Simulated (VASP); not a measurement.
Input of a VASP 6.6.1 run:

The input POSCAR:

```
SnSe2
1.0
    3.7786121745      0.0000000000      0.0000000000
   -1.8893060873      3.2723741341      0.0000000000
    0.0000000000      0.0000000000      6.7389728787
Sn Se
1 2
Direct
    0.0000000000      0.0000000000      0.0000000000
    0.3333333333      0.6666666667      0.2412719747
    0.6666666667      0.3333333333      0.7587280253
```

INCAR.step1

```
SYSTEM = SnSe2
PREC = Accurate ; ENCUT = 520
ISMEAR = 0 ; SIGMA = 0.05
LREAL = .False. ; LASPH = .True.
NELM = 80 ; NBANDS = 20
GGA = PE ; ALGO = Normal
EDIFF = 1E-4 ; LWAVE = .True.
LCHARG = .False.
```

Contents of INCAR.step2:

```
SYSTEM = SnSe2
PREC = Accurate ; ENCUT = 520
EDIFF = 1E-6 ; ISMEAR = 0
SIGMA = 0.05 ; LREAL = .False.
LASPH = .True. ; NELM = 80
ALGO = Normal ; ISIF = 2
LWAVE = .False. ; LCHARG = .True.
METAGGA = R2SCAN ; LMIXTAU = .True.
LELF = .True. ; LVHAR = .True.
NBANDS = 20 ; ISTART = 1
```

File KPOINTS:

```
Automatic mesh
0
Gamma
  12 12 6
  0 0 0
```

Potentials or basis: VASP PAW PBE potentials, release 64 (Sn_d, Se).

Command:

```sh
$ cat potpaw_PBE.64/Sn_d/POTCAR potpaw_PBE.64/Se/POTCAR > POTCAR
$ cp INCAR.step1 INCAR
$ mpirun -np 1 vasp_std > vasp.out
$ cp INCAR.step2 INCAR
$ mpirun -np 1 vasp_std > vasp.out
```

Problem. Predict the pressure.

Solution. 0.2 GPa.

Problem. What does it give for the largest force?

Solution. 0.314 eV/Å.

Problem. Predict the band gap on the k mesh.

Solution. 0.80 eV (least direct gap 1.34 eV).

Forces in eV/Å, atoms in the order of the input:
```
Sn   0.000  0.000  0.000
Se   0.000  0.000 -0.314
Se   0.000  0.000  0.314
```

Caveat: the PAW data sets were made with another functional, which shifts forces and pressure a little; spin-orbit coupling is left out, which moves the levels of the heavy elements. A k mesh can miss the band edges.
